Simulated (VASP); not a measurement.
# Si47C48 (a cell with a defect) in VASP: a series of runs, part 2 of 2

VASP 6.6.1.

## (3) Single point, PBEsol, collinear spin

File INCAR:

```
PREC = Accurate
ENCUT = 520
EDIFF = 1E-7
ISMEAR = -1
SIGMA = 0.05
LREAL = Auto
LASPH = True
NELM = 150
ALGO = Normal
ISIF = 2
LWAVE = False
LCHARG = False
ISPIN = 2
MAGMOM = 0 0 0 0 0 0 0 0 0 0 0 0 0 0 0 0 0 0 0 0 0 0 0 0 0 0 0 0 0 0 0 0 0 0 0 0 0 0 0 0 0 0 0 0 0 0 0 0 0 0 0 0 0 0 0 0 0 0 0 0 0 0 0 0 0 0.25 0 0 0 0 0 0 0 0.25 0 0 0.25 0.25 0 0 0 0 0 0 0 0 0 0 0 0 0 0 0 0 0
LORBIT = 11
GGA = PS
NBANDS = 247
NELECT = 381.0
```

File KPOINTS:

```
Automatic mesh
0
Gamma
  1 1 1
```

File POSCAR:

```
Si47C48
1.0
    9.2342040000      0.0000000000      0.0000000000
    0.0000000000     10.6627400000      0.0000000000
    0.0000000000      0.0000000000     10.0759470000
Si C
47 48
Direct
    0.9994020000      0.0003830000      0.5005800000
    0.3333320000      0.9996290000      0.4998220000
    0.1678470000      0.2504840000      0.5006800000
    0.0029440000      0.5026060000      0.5016040000
    0.6675960000      0.9998860000      0.5005530000
    0.5000810000      0.2494290000      0.5004670000
    0.1675740000      0.7496300000      0.5003530000
    0.8336240000      0.2506800000      0.4999790000
    0.6642420000      0.5026340000      0.5015510000
    0.4987420000      0.7494750000      0.5003690000
    0.8333110000      0.7503030000      0.5001060000
    0.0005240000      0.1672550000      0.2502830000
    0.3335630000      0.1667740000      0.2495080000
    0.1673510000      0.4169570000      0.2498060000
    0.0004490000      0.6666510000      0.2498180000
    0.6667430000      0.1669150000      0.2501490000
    0.5004590000      0.4162350000      0.2488810000
    0.3332360000      0.6665510000      0.2519640000
    0.1667580000      0.9161540000      0.2507460000
    0.8336040000      0.4173150000      0.2499810000
    0.6663400000      0.6666470000      0.2497200000
    0.5000340000      0.9160820000      0.2507000000
    0.8334700000      0.9167930000      0.2500670000
    0.1667280000      0.0829750000      0.7497450000
    0.0005010000      0.3336040000      0.7493440000
    0.5000230000      0.0828610000      0.7496400000
    0.3333560000      0.3340890000      0.7482380000
    0.1676270000      0.5835130000      0.7488360000
    0.9999700000      0.8332800000      0.7499490000
    0.8333570000      0.0836040000      0.7500520000
    0.6663390000      0.3335740000      0.7492550000
    0.4989280000      0.5835660000      0.7487830000
    0.3332850000      0.8326890000      0.7495880000
    0.8333490000      0.5835000000      0.7498000000
    0.6666990000      0.8332030000      0.7499860000
    0.9999700000      0.9996140000      0.0004660000
    0.3333820000      0.9990060000      0.0004360000
    0.1671680000      0.2491720000      0.9997640000
    0.0000300000      0.5002430000      0.0000460000
    0.6668610000      0.9995060000      0.0003900000
    0.4998360000      0.2489340000      0.9994970000
    0.3335470000      0.4997180000      0.9981300000
    0.1661850000      0.7495230000      0.0003880000
    0.8334710000      0.2500760000      0.0003060000
    0.6669950000      0.5002370000      0.9997460000
    0.5005070000      0.7495080000      0.0003230000
    0.8334290000      0.7496490000      0.0004380000
    0.0001460000      0.0000310000      0.1876200000
    0.3334090000      0.9994270000      0.1876750000
    0.1671240000      0.2495720000      0.1865160000
    0.0001270000      0.5001440000      0.1866340000
    0.6667640000      0.9998150000      0.1875240000
    0.5001260000      0.2490130000      0.1860030000
    0.3338690000      0.4998510000      0.1867110000
    0.1663710000      0.7497170000      0.1869800000
    0.8335470000      0.2501530000      0.1875750000
    0.6673300000      0.5001740000      0.1861970000
    0.5003050000      0.7496690000      0.1869770000
    0.8333980000      0.7498470000      0.1875210000
    0.9996380000      0.0002940000      0.6878290000
    0.3333300000      0.9998740000      0.6872850000
    0.1667950000      0.2496500000      0.6875400000
    0.9998390000      0.5007680000      0.6879430000
    0.6671140000      0.0001620000      0.6878030000
    0.5000990000      0.2496230000      0.6873680000
    0.3331170000      0.5008540000      0.7043590000
    0.1660780000      0.7507260000      0.6877620000
    0.8334360000      0.2504700000      0.6873280000
    0.6666980000      0.5007930000      0.6879010000
    0.5005170000      0.7507080000      0.6877460000
    0.8333290000      0.7503050000      0.6873680000
    0.9997640000      0.1668650000      0.4387750000
    0.3336390000      0.1666580000      0.4380600000
    0.1518230000      0.4097010000      0.4324410000
    0.9996370000      0.6682230000      0.4383480000
    0.6681050000      0.1658330000      0.4387020000
    0.5175920000      0.4075550000      0.4309480000
    0.3328880000      0.6836660000      0.4329820000
    0.1650810000      0.9186120000      0.4391520000
    0.8332170000      0.4179350000      0.4383440000
    0.6667940000      0.6682760000      0.4383180000
    0.5014370000      0.9182890000      0.4391420000
    0.8335360000      0.9169090000      0.4385760000
    0.1666630000      0.0818660000      0.9382110000
    0.0002920000      0.3327190000      0.9382170000
    0.5001420000      0.0816970000      0.9380250000
    0.3335040000      0.3309100000      0.9385280000
    0.1653590000      0.5834430000      0.9390420000
    0.9996130000      0.8329770000      0.9383550000
    0.8333860000      0.0830020000      0.9386530000
    0.6666720000      0.3326750000      0.9380730000
    0.5015190000      0.5834880000      0.9387660000
    0.3333470000      0.8321860000      0.9384700000
    0.8334820000      0.5829770000      0.9379020000
    0.6671850000      0.8328590000      0.9383670000
```

Potentials or basis: VASP PAW PBE potentials, release 64 (Si, C).

The run is started by

```console
$ cat potpaw_PBE.64/Si/POTCAR potpaw_PBE.64/C/POTCAR > POTCAR
$ mpirun -np 1 vasp_gam > vasp.out
```

OUTCAR:

```text
PREC = Accurate
   ENCUT = 520
   EDIFF = 1E-7
   ISMEAR = -1
   LREAL = Auto
   LASPH = True
   NELM = 150
   ISIF = 2
   ISPIN = 2
   LORBIT = 11
   GGA = PS
   NELECT = 381.0

 ion  position               nearest neighbor table
   1  0.999  0.000  0.501-  79 1.87  83 1.88  72 1.88  60 1.89   5 3.06  30 3.08  11 3.08  24 3.08
                             8 3.08  29 3.08   2 3.08  23 3.08  12 3.09   3 3.09  19 3.09   7 3.09
   2  0.333  1.000  0.500-  79 1.88  82 1.88  73 1.89  61 1.89  10 3.07   7 3.07  19 3.08  22 3.08
                             6 3.08   3 3.08  26 3.08  24 3.08  33 3.08   1 3.08   5 3.09  13 3.09
   3  0.168  0.250  0.501-  74 1.84  73 1.88  62 1.88  72 1.90  27 3.06   6 3.07  25 3.07  24 3.08
                             2 3.08   8 3.09   1 3.09  12 3.09  14 3.09  13 3.09   4 3.09
   4  0.003  0.503  0.502-  74 1.83  75 1.88  63 1.88  80 1.92   7 3.04  28 3.04  11 3.07  34 3.07
                            25 3.08  15 3.08   3 3.09  14 3.09   8 3.11  20 3.11   9 3.13
   5  0.668  1.000  0.501-  82 1.87  76 1.88  83 1.88  64 1.89   1 3.06  11 3.07  30 3.08   6 3.08
                            35 3.08  26 3.08  23 3.08   8 3.08   2 3.09  22 3.09  16 3.09  10 3.09
   6  0.500  0.249  0.500-  77 1.83  73 1.88  65 1.88  76 1.89   3 3.07  27 3.07  31 3.07  26 3.08
                             2 3.08   5 3.08   8 3.08  16 3.08  13 3.09   9 3.10  17 3.10
   7  0.168  0.750  0.500-  78 1.81  75 1.88  67 1.89  79 1.90   4 3.04  10 3.06  18 3.06  28 3.07
                            33 3.07   2 3.07  19 3.08  29 3.08  11 3.09  15 3.09   1 3.09
   8  0.834  0.251  0.500-  72 1.88  76 1.88  68 1.89  80 1.89   1 3.08  25 3.08  31 3.08   6 3.08
[... 897 lines left out ...]

 POSITION                                       TOTAL-FORCE (eV/Angst)
 -----------------------------------------------------------------------------------
      9.22868      0.00408      5.04382        -0.050402      0.027561      0.007001
      3.07806     10.65878      5.03618         0.000669      0.094855     -0.000042
      1.54993      2.67085      5.04483        -0.023389      0.150879     -0.107804
      0.02719      5.35916      5.05414        -0.091128     -0.290193     -0.175678
      6.16472     10.66152      5.04355         0.026066     -0.002972      0.015511
      4.61785      2.65960      5.04268        -0.004695      0.149099     -0.086312
[... 87 lines left out ...]
      7.69654      6.21613      9.45025         0.006591      0.010206     -0.023459
      6.16092      8.88056      9.45494        -0.019467     -0.009705      0.000037
 -----------------------------------------------------------------------------------
    total drift:                                0.003825     -0.022392     -0.000735

  FREE ENERGIE OF THE ION-ELECTRON SYSTEM (eV)
  ---------------------------------------------------
  free  energy   TOTEN  =      -738.1091316262 eV

  energy  without entropy=     -738.1020876359  energy(sigma->0) =     -738.10560963

 total charge

# of ion       s       p       d       tot
------------------------------------------
    1        0.709   0.987   0.000   1.696
    2        0.705   0.980   0.000   1.685
    3        0.706   0.988   0.000   1.694
    4        0.711   0.985   0.000   1.696
    5        0.709   0.988   0.000   1.698
    6        0.706   0.990   0.000   1.697
[... 87 lines left out ...]
   94        0.829   1.715   0.000   2.544
   95        0.829   1.712   0.000   2.541
--------------------------------------------------
tot         73.120 127.814   0.000 200.934

 magnetization (x)

# of ion       s       p       d       tot
------------------------------------------
    1        0.001   0.006   0.000   0.007
    2       -0.000  -0.000   0.000  -0.001
    3       -0.002  -0.004   0.000  -0.006
    4       -0.003  -0.001   0.000  -0.004
    5        0.001   0.006   0.000   0.007
    6       -0.002  -0.004   0.000  -0.006
[... 87 lines left out ...]
   94       -0.000   0.001   0.000   0.001
   95       -0.000   0.001   0.000   0.001
--------------------------------------------------
tot          0.093   1.407   0.000   1.500
```

OSZICAR:

```text
N       E                     dE             d eps       ncg     rms          rms(c)
DAV:   1     0.229822757411E+04    0.22982E+04   -0.20049E+05   988   0.148E+03
[... 16 lines left out ...]
DAV:  18    -0.738109200328E+03    0.22263E-04   -0.18899E-04  1320   0.252E-02    0.567E-02
DAV:  19    -0.738109154731E+03    0.45597E-04   -0.14986E-04  1232   0.176E-02    0.378E-02
DAV:  20    -0.738109137088E+03    0.17644E-04   -0.63208E-05  1344   0.137E-02    0.210E-02
DAV:  21    -0.738109131479E+03    0.56089E-05   -0.42465E-05  1424   0.117E-02    0.726E-03
DAV:  22    -0.738109131756E+03   -0.27759E-06   -0.13647E-05  1232   0.651E-03    0.543E-03
DAV:  23    -0.738109131715E+03    0.41575E-07   -0.10794E-06  1120   0.175E-03    0.294E-03
DAV:  24    -0.738109131626E+03    0.88512E-07   -0.50340E-07  1040   0.119E-03
   1 F= -.73810913E+03 E0= -.73810561E+03  d E =-.704399E-02  mag=     2.9747
```

stdout:

```text
POSCAR found type information on POSCAR SiC
 POSCAR found :  2 types and      95 ions
 scaLAPACK will be used
 -----------------------------------------------------------------------------
|                                                                             |
|                                                                             |
|     You enforced a specific xc type in the INCAR file but a different       |
|     I HOPE YOU KNOW WHAT YOU ARE DOING!                                     |
|                                                                             |
 -----------------------------------------------------------------------------

 LDA part: xc-table for (Slater+PW92), standard interpolation
 POSCAR, INCAR and KPOINTS ok, starting setup
 FFT: planning ... GRIDC
 FFT: planning ... GRID_SOFT
 FFT: planning ... GRID
 WAVECAR not read
 entering main loop
 the old and the new charge density differ
 old charge density:   380.00000 new  381.00000
    0.606E+01
```

Wall time 29 min (1 thread of Oxide Virtual Turin-like, shared host); peak memory 1.2 GiB.

Results:

```
Free energy                                           : -738.1091 eV
Largest force                                         : 0.376 eV/Å
Net moment                                            : 2.98 μB per cell
Site moments                                          : Si +0.01, -0.00, -0.01, +0.00 (each value once); C -0.00, +0.00, +0.01, +0.03, +0.29, +0.30, +0.27, +0.02, +0.07 (each value once) μB
Valence electrons inside the program's atomic spheres : Si 1.70, 1.69, 1.68, 1.67 (each value once); C 2.54, 2.53, 2.49, 2.47, 2.51 (each value once)
```

Forces on the atoms (eV/Å):
```
Si  -0.050  0.028  0.007
Si   0.001  0.095  0.000
Si  -0.023  0.151 -0.108
Si  -0.091 -0.290 -0.176
Si   0.026 -0.003  0.016
Si  -0.005  0.149 -0.086
Si  -0.278  0.035  0.093
Si  -0.001  0.125 -0.041
Si   0.028 -0.321 -0.194
Si   0.235  0.013  0.072
Si   0.001  0.005 -0.001
Si   0.011  0.038  0.020
Si  -0.004  0.034  0.035
Si  -0.038  0.017  0.178
Si  -0.035 -0.054  0.002
Si  -0.012  0.045  0.024
Si   0.024  0.073  0.190
Si   0.038 -0.102 -0.241
Si  -0.021  0.040 -0.048
Si  -0.002  0.012  0.109
Si   0.019 -0.061 -0.002
Si   0.018  0.033 -0.042
Si   0.004 -0.002 -0.003
Si  -0.002  0.022  0.007
Si  -0.007  0.002 -0.013
Si   0.001  0.030  0.009
Si   0.017 -0.171 -0.009
Si  -0.234  0.049  0.036
Si  -0.037  0.010 -0.001
Si   0.003  0.019  0.003
Si   0.005  0.002 -0.015
Si   0.202  0.024  0.015
Si   0.007  0.038  0.022
Si   0.001 -0.027  0.011
Si   0.032  0.008 -0.003
Si   0.003  0.017  0.009
Si   0.000  0.014  0.002
Si  -0.030 -0.003  0.028
Si  -0.034 -0.021  0.026
Si  -0.004  0.016  0.008
Si   0.030 -0.001  0.011
Si  -0.003 -0.001  0.110
Si   0.016  0.015 -0.007
Si  -0.002  0.010  0.023
Si   0.028 -0.012  0.033
Si  -0.004  0.012  0.004
Si  -0.005 -0.028  0.009
C    0.005 -0.017  0.002
C    0.003 -0.019  0.008
C    0.010 -0.013 -0.037
C    0.026  0.028 -0.060
C   -0.008 -0.015  0.002
C   -0.012 -0.006 -0.017
C   -0.014  0.013 -0.035
C    0.019  0.022  0.027
C    0.003 -0.023 -0.028
C   -0.048  0.022 -0.048
C   -0.026  0.017  0.017
C    0.010  0.026  0.004
C    0.014 -0.015 -0.002
C    0.002 -0.025 -0.005
C    0.012 -0.006  0.036
C    0.030  0.045  0.046
C   -0.011 -0.015 -0.005
C   -0.018 -0.019  0.039
C    0.050 -0.070 -0.026
C    0.044 -0.036 -0.034
C    0.002 -0.018  0.017
C   -0.022  0.035  0.038
C   -0.052 -0.029 -0.038
C    0.005  0.012  0.002
C    0.070 -0.096  0.015
C    0.001 -0.079  0.024
C    0.036  0.004 -0.003
C    0.021  0.072  0.003
C   -0.112 -0.033  0.003
C   -0.072  0.195  0.093
C    0.079 -0.057 -0.022
C    0.103 -0.103 -0.017
C    0.078  0.166  0.150
C   -0.015  0.059  0.001
C   -0.059 -0.058 -0.036
C    0.001  0.011  0.006
C    0.013 -0.012 -0.007
C    0.005 -0.006 -0.010
C   -0.003 -0.018 -0.010
C    0.000  0.058 -0.029
C    0.068 -0.006 -0.082
C    0.016 -0.021 -0.002
C   -0.001 -0.019 -0.003
C   -0.006 -0.003 -0.005
C   -0.052 -0.020 -0.059
C   -0.007 -0.007 -0.011
C    0.007  0.010 -0.023
C   -0.019 -0.010  0.000
```

Caveat: the k points lie up to 0.68 Å⁻¹ apart; the cell carries a net charge on a neutralising background, which shifts energy and pressure; the PAW data sets were made with another functional, which shifts forces and pressure a little.
